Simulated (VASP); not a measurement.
Crystal: TiTe2.

```
Te Ti
1.0
     3.77700    0.00000    0.00000
    -1.88850    3.27098    0.00000
     0.00000    0.00000    6.49800
Te Ti
2 1
Direct
  0.33333 0.66667 0.73720
  0.66667 0.33333 0.26280
  0.00000 0.00000 0.00000
```

```yaml
Program: VASP 6.6.1
Task: relaxation of cell and atoms
Functional: r2SCAN
Potentials_or_basis: VASP PAW PBE potentials, release 64 (Te, Ti_sv)
Cutoff: 600 eV
k_mesh: 8 × 8 × 4
Occupations: fermi-dirac, width 0.05 eV
Spin: no spin polarisation
```

At the start: pressure 1.0 GPa; volume 26.76 Å³/atom.

Q: How do energy, volume and symmetry change on relaxing?

A: Over 13 steps the energy falls by 8.8 meV/atom and the volume is 28.34 Å³/atom (+5.9 %); space group P-3m1 (No. 164, to 0.1 Å) before and after.

Step by step:
| step | energy change (eV) | largest force (eV/Å) | pressure (GPa) | volume (Å³) |
| --- | --- | --- | --- | --- |
| 1 | 0.0000 | 0.1975 | 1.05 | 80.28 |
| 2 | -0.0102 | 0.2905 | -0.28 | 82.33 |
| 3 | -0.0103 | 0.3042 | -0.49 | 82.64 |
| 4 | -0.0178 | 0.1260 | -0.11 | 83.02 |
| 5 | -0.0187 | 0.0377 | 0.08 | 83.21 |
| 6 | -0.0216 | 0.0255 | 0.10 | 83.49 |
| 7 | -0.0259 | 0.0076 | 0.20 | 84.33 |
| 8 | -0.0261 | 0.0142 | 0.24 | 84.52 |
| 9 | -0.0254 | 0.0903 | -0.46 | 85.55 |
| 10 | -0.0264 | 0.0215 | 0.00 | 84.86 |
| 11 | -0.0264 | 0.0221 | 0.00 | 84.87 |
| 12 | -0.0264 | 0.0121 | -0.01 | 84.97 |
| 13 | -0.0264 | 0.0054 | -0.01 | 85.02 |

Final structure:
```cif
data_structure
_symmetry_space_group_name_H-M 'P 1'
_symmetry_Int_Tables_number 1
_cell_length_a 3.8233
_cell_length_b 3.8233
_cell_length_c 6.7166
_cell_angle_alpha 90.000
_cell_angle_beta 90.000
_cell_angle_gamma 120.000
_cell_volume 85.02
loop_
_atom_site_label
_atom_site_type_symbol
_atom_site_fract_x
_atom_site_fract_y
_atom_site_fract_z
_atom_site_occupancy
Te1 Te 0.33333 0.66667 0.74932 1
Te2 Te 0.66667 0.33333 0.25068 1
Ti1 Ti 0.00000 0.00000 0.00000 1
```

Caveat: the PAW data sets were made with another functional, which shifts forces and pressure a little.
